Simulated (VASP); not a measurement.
# Ti (P6_3/mmc) in VASP: single point with r2SCAN

Aim: the single point of Ti with r2SCAN.

Program: VASP 6.6.1. These are calculated values, not measurements. Logs are shortened: lines on timing, memory, paths and dates and some standing lists are left out, and cuts for length are marked.

## Step 1: The cell of the first run

Symmetry: P6_3/mmc, No. 194, hexagonal system. Conventional cell: a = 2.930 Å, b = 2.930 Å, c = 9.379 Å, α = 90.00°, β = 90.00°, γ = 120.00°. Ti (site symmetry -3m) has 12 Ti at 2.89 to 2.93 Å within 3.8 Å. Within 3.8 Å of Ti (site symmetry -6m2) lie 12 Ti at 2.89 to 2.93 Å.

## Step 2: Single point, r2SCAN, collinear spin

POSCAR reads:

```
Ti
1.0
    2.9299726272      0.0000000000      0.0000000000
   -1.4649863136      2.5374307276      0.0000000000
    0.0000000000      0.0000000000      9.3785176860
Ti
4
Direct
    0.0000000000      0.0000000000      0.0000000000
    0.0000000000      0.0000000000      0.5000000000
    0.3333333333      0.6666666667      0.2500000000
    0.6666666667      0.3333333333      0.7500000000
```

INCAR.step1 reads:

```
PREC = Accurate
ENCUT = 520
ISMEAR = -1
SIGMA = 0.05
LREAL = F
LASPH = T
NELM = 150
ISPIN = 2
MAGMOM = 1 1 1 1
LMAXMIX = 4
NBANDS = 36
GGA = PE
ALGO = Normal
EDIFF = 1E-4
LWAVE = T
LCHARG = F
```

INCAR.step2 reads:

```
PREC = Accurate
ENCUT = 520
EDIFF = 1E-6
ISMEAR = -1
SIGMA = 0.05
LREAL = F
LASPH = T
NELM = 150
ALGO = Normal
ISIF = 2
LWAVE = F
LCHARG = F
ISPIN = 2
MAGMOM = 1 1 1 1
LORBIT = 11
LMAXMIX = 4
METAGGA = R2SCAN
LMIXTAU = T
NBANDS = 36
ISTART = 1
```

KPOINTS reads:

```
regular mesh
0
Gamma
  12 12 4
```

Potentials or basis: VASP PAW PBE potentials, release 64 (Ti_sv).

The run is started by

```console
$ cat potpaw_PBE.64/Ti_sv/POTCAR > POTCAR
$ cp INCAR.step1 INCAR
$ mpirun -np 1 vasp_std > vasp.out
$ cp INCAR.step2 INCAR
$ mpirun -np 1 vasp_std > vasp.out
```

OUTCAR:

```text
PREC = Accurate
   ENCUT = 520
   EDIFF = 1E-6
   ISMEAR = -1
   LREAL = F
   LASPH = T
   NELM = 150
   ISIF = 2
   ISPIN = 2
   LORBIT = 11
   METAGGA = R2SCAN
   ISTART = 1

 ion  position               nearest neighbor table
   1  0.000  0.000  0.000-   3 2.89   4 2.89   4 2.89   3 2.89   4 2.89   3 2.89
   2  0.000  0.000  0.500-   3 2.89   4 2.89   4 2.89   3 2.89   4 2.89   3 2.89
   3  0.333  0.667  0.250-   1 2.89   2 2.89   1 2.89   2 2.89   1 2.89   2 2.89
   4  0.667  0.333  0.750-   1 2.89   2 2.89   1 2.89   2 2.89   1 2.89   2 2.89

  LATTYP: Found a hexagonal cell.
 ALAT       =     2.9299726272
 C/A-ratio  =     3.2008891820

  Lattice vectors:

 A1 = (   2.9299726272,   0.0000000000,   0.0000000000)
 A2 = (  -1.4649863136,   2.5374307276,   0.0000000000)
 A3 = (   0.0000000000,   0.0000000000,   9.3785176860)

Analysis of symmetry for initial positions (statically):
=====================================================================
 Subroutine PRICEL returns:
 Original cell was already a primitive cell.

 Routine SETGRP: Setting up the symmetry group for a
 hexagonal supercell.

 Subroutine GETGRP returns: Found 24 space group operations
 (whereof 12 operations were pure point group operations)
 out of a pool of 24 trial point group operations.

The static configuration has the point symmetry D_3d.
 The point group associated with its full space group is D_6h.

Analysis of symmetry for dynamics (positions and initial velocities):
=====================================================================
 Subroutine PRICEL returns:
 Original cell was already a primitive cell.

 Routine SETGRP: Setting up the symmetry group for a
 hexagonal supercell.

 Subroutine GETGRP returns: Found 24 space group operations
 (whereof 12 operations were pure point group operations)
 out of a pool of 24 trial point group operations.

The dynamic configuration has the point symmetry D_3d.
 The point group associated with its full space group is D_6h.

Analysis of structural, dynamic, and magnetic symmetry:
=====================================================================
 Subroutine PRICEL returns:
 Original cell was already a primitive cell.

 Routine SETGRP: Setting up the symmetry group for a
 hexagonal supercell.

 Subroutine GETGRP returns: Found 24 space group operations
 (whereof 12 operations were pure point group operations)
 out of a pool of 24 trial point group operations.

[... 130 lines left out ...]
   METAGGA = R2SCAN    functional components
   LHFCALC =     F    Hartree Fock is set to
   AEXX    =    0.0000 exact exchange contribution
   IVDW    =     0    specifies the selected vdW correction
   LEPSILON=     F    determine dielectric tensor
   LRPA    =     F    only Hartree local field effects (RPA)
 spin polarized calculation
  energy-cutoff  :      520.00
  volume of cell :       69.73
 maximum number of plane-waves:      1931
 NGX is ok and might be reduce to    24
   NGX = 11   NGY = 11   NGZ = 35

 number of electron      47.9999991 magnetization       0.0093255

 Free energy of the ion-electron system (eV)
  ---------------------------------------------------
  ext. energy  EPLUGINS =         0.00000000
  ---------------------------------------------------
  free energy    TOTEN  =       -51.64133259 eV

  energy without entropy =      -51.59971247  energy(sigma->0) =      -51.62052253

 E-fermi :   8.2739     XC(G=0): -12.3877

 val. band max:        8.2681001054   @ k =   0.2500   0.1667   0.0000
 cond. band min:       8.2745176162   @ k =   0.3333   0.3333   0.5000
 fundamental gap:      0.0064175108
 Fermi energy:         8.2738646196

 spin component 1

 k-point     1 :       0.0000    0.0000    0.0000
  band No.  band energies     occupation
      1     -50.8867      1.00000
      2     -50.8256      1.00000
      3     -50.8116      1.00000
      4     -50.7496      1.00000
      5     -26.4147      1.00000
      6     -26.0845      1.00000
[... 925 lines left out ...]
     35      11.4773      0.00000
     36      11.4798      0.00000

 [... further k-points ...]

 spin component 2

 k-point     1 :       0.0000    0.0000    0.0000
  band No.  band energies     occupation
      1     -50.8862      1.00000
      2     -50.8327      1.00000
      3     -50.8004      1.00000
      4     -50.7461      1.00000
      5     -26.4112      1.00000
      6     -26.0715      1.00000
[... 925 lines left out ...]
     35      11.4797      0.00000
     36      11.4842      0.00000

 [... further k-points ...]

------------------------ aborting loop because EDIFF is reached ----------------------------------------

  FORCE on cell =-STRESS in cart. coord.  units (eV):
  Direction    XX          YY          ZZ          XY          YZ          ZX
  --------------------------------------------------------------------------------------
  -------------------------------------------------------------------------------------
  Total        0.1459293      0.1459293     -0.0001019     -0.0000000      0.0000000     -0.0000000
  in kB        3.3532125      3.3532125     -0.0023413     -0.0000000      0.0000000     -0.0000000
  external PRESSURE =       2.2346945 kB  Pullay stress =       0.0000000 kB

 VOLUME and BASIS-vectors are now :
 -----------------------------------------------------------------------------
  energy-cutoff  :      520.00
  volume of cell :       69.73
      direct lattice vectors                 reciprocal lattice vectors
     2.929972627  0.000000000  0.000000000     0.341300117  0.197049714  0.000000000
    -1.464986314  2.537430728  0.000000000     0.000000000  0.394099429  0.000000000
     0.000000000  0.000000000  9.378517686     0.000000000  0.000000000  0.106626658

 POSITION                                       TOTAL-FORCE (eV/Angst)
 -----------------------------------------------------------------------------------
      0.00000      0.00000      0.00000        -0.000000      0.000000      0.000000
      0.00000      0.00000      4.68926        -0.000000      0.000000      0.000000
     -0.00000      1.69162      2.34463        -0.000000      0.000000      0.000000
      1.46499      0.84581      7.03389         0.000000      0.000000      0.000000
 -----------------------------------------------------------------------------------
    total drift:                               -0.000000      0.000000      0.000000

  FREE ENERGIE OF THE ION-ELECTRON SYSTEM (eV)
  ---------------------------------------------------
  free  energy   TOTEN  =       -51.6413325854 eV

  energy  without entropy=      -51.5997124748  energy(sigma->0) =      -51.62052253

 total charge

# of ion       s       p       d       tot
------------------------------------------
    1        2.246   6.137   1.825  10.208
    2        2.246   6.137   1.825  10.208
    3        2.246   6.142   1.825  10.213
    4        2.246   6.142   1.825  10.213
--------------------------------------------------
tot          8.983  24.558   7.300  40.842

 magnetization (x)

# of ion       s       p       d       tot
------------------------------------------
    1        0.000   0.000   0.009   0.010
    2        0.000   0.000   0.009   0.010
    3       -0.000  -0.000  -0.006  -0.006
    4       -0.000  -0.000  -0.006  -0.006
--------------------------------------------------
tot          0.000   0.001   0.007   0.007
```

OSZICAR.step1:

```text
N       E                     dE             d eps       ncg     rms          rms(c)
DAV:   1     0.637432035214E+03    0.63743E+03   -0.23688E+04  8216   0.166E+03
DAV:   2     0.437709741540E+02   -0.59366E+03   -0.57611E+03  8256   0.512E+02
DAV:   3    -0.277040779225E+02   -0.71475E+02   -0.67695E+02 12612   0.153E+02
DAV:   4    -0.343592506378E+02   -0.66552E+01   -0.65555E+01 11840   0.460E+01
DAV:   5    -0.347007302865E+02   -0.34148E+00   -0.34112E+00 12428   0.886E+00    0.190E+01
DAV:   6    -0.307628614277E+02    0.39379E+01   -0.15412E+01 10356   0.291E+01    0.557E+00
DAV:   7    -0.311104723268E+02   -0.34761E+00   -0.19970E+00 11584   0.111E+01    0.465E+00
DAV:   8    -0.312302835386E+02   -0.11981E+00   -0.12489E+00 11420   0.102E+01    0.437E+00
DAV:   9    -0.311081041469E+02    0.12218E+00   -0.52193E-01 12100   0.557E+00    0.225E+00
DAV:  10    -0.311729563955E+02   -0.64852E-01   -0.11000E-01 10796   0.307E+00    0.775E-01
DAV:  11    -0.311903399043E+02   -0.17384E-01   -0.26541E-02 10760   0.126E+00    0.320E-01
DAV:  12    -0.311943449510E+02   -0.40050E-02   -0.29934E-03 10832   0.411E-01    0.211E-01
DAV:  13    -0.311966890802E+02   -0.23441E-02   -0.19617E-03 10408   0.288E-01    0.502E-02
DAV:  14    -0.311967713808E+02   -0.82301E-04   -0.16704E-04  5968   0.938E-02
   1 F= -.31196771E+02 E0= -.31172405E+02  d E =-.487334E-01  mag=     0.0100
```

It took 9.7 min on 1 thread of Intel Xeon 6975P-C (Granite Rapids), shared host; peak memory 0.37 GiB.

What came out:

| Property | Result |
| --- | --- |
| Free energy | -51.6413 eV |
| Pressure | 0.2 GPa |
| Band gap on the k mesh | zero (filled and empty bands overlap) |
| Net moment | 0.01 μB per cell |
| Valence electrons inside the program's atomic spheres | Ti 10.21 |

Stress tensor (GPa, compression positive):
```
0.34 0.00 0.00
0.00 0.34 0.00
0.00 0.00 0.00
```

Caveat: the PAW data sets were made with another functional, which shifts forces and pressure a little.
